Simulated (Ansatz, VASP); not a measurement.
## TiAl: VASP beside Ansatz

File INCAR:

```
SYSTEM = TiAl
PREC = Accurate
ENCUT = 520
EDIFF = 1E-6
ISMEAR = 0
SIGMA = 0.15
LREAL = .FALSE.
LASPH = .TRUE.
NELM = 80
ALGO = Fast
ISIF = 2
LWAVE = .FALSE.
LCHARG = .FALSE.
GGA = PS
NBANDS = 14
```

KPOINTS

```
regular mesh
0
G
  16 16 16
  0 0 0
```

File POSCAR:

```
TiAl
1.0
    2.9992397189      0.0000000000      0.0000000000
    0.0000000000      2.9992397189      0.0000000000
    0.0000000000      0.0000000000      3.2151849787
Ti Al
1 1
Direct
    0.0000000000      0.0000000000      0.0000000000
    0.5000000000      0.5000000000      0.5000000000
```

Input for Ansatz:

```yaml
crystal:
  lattice:
    - [2.9992397189, 0.0, 0.0]
    - [0.0, 2.9992397189, 0.0]
    - [0.0, 0.0, 3.2151849787]
  atoms:
    - { symbol: Ti, position: [0.0, 0.0, 0.0] }
    - { symbol: Al, position: [0.5, 0.5, 0.5] }
basis:
  ecutwfc: 520.0
kpoints:
  mp_grid: { grid: [16, 16, 16] }
hamiltonian:
  xc: pbesol
  pseudopotentials: { kind: paw, azcp: { folder: soft_1 } }
scf:
  occupations: { method: gaussian, width: 0.15 }
output:
  forces: true
  stress: true
  eigenvalues: true
```

Alike in both runs: task single point; functional PBEsol; k mesh 16 × 16 × 16; occupations gaussian, width 0.15 eV; no spin polarisation.

```csv
,VASP,Ansatz
version,VASP 6.6.1,Ansatz 0.2.0
potentials or method,"VASP PAW PBE potentials, release 64 (Ti_sv, Al), cutoff 520 eV","scalar-relativistic, plane waves, PAW"
valence electrons in the cell,15,15
```

Ansatz gave:

```
gap on the k mesh at the Fermi level (eV)                     : none
pressure (GPa)                                                : 11.7
traceless stress, the component that is largest in VASP (GPa) : 3.80
```

Q: Which values does VASP return?

A: gap on the k mesh at the Fermi level (eV): none; pressure (GPa): 11.6; traceless stress, the component that is largest in VASP (GPa): 3.80.

VASP's potentials were made for PBE, not for PBEsol, and Ansatz warns of the same on its side. A gap of «none» marks a metal or a gap that the smearing closes. The functional is the same, so the differences come from potentials, cutoffs and numerics.
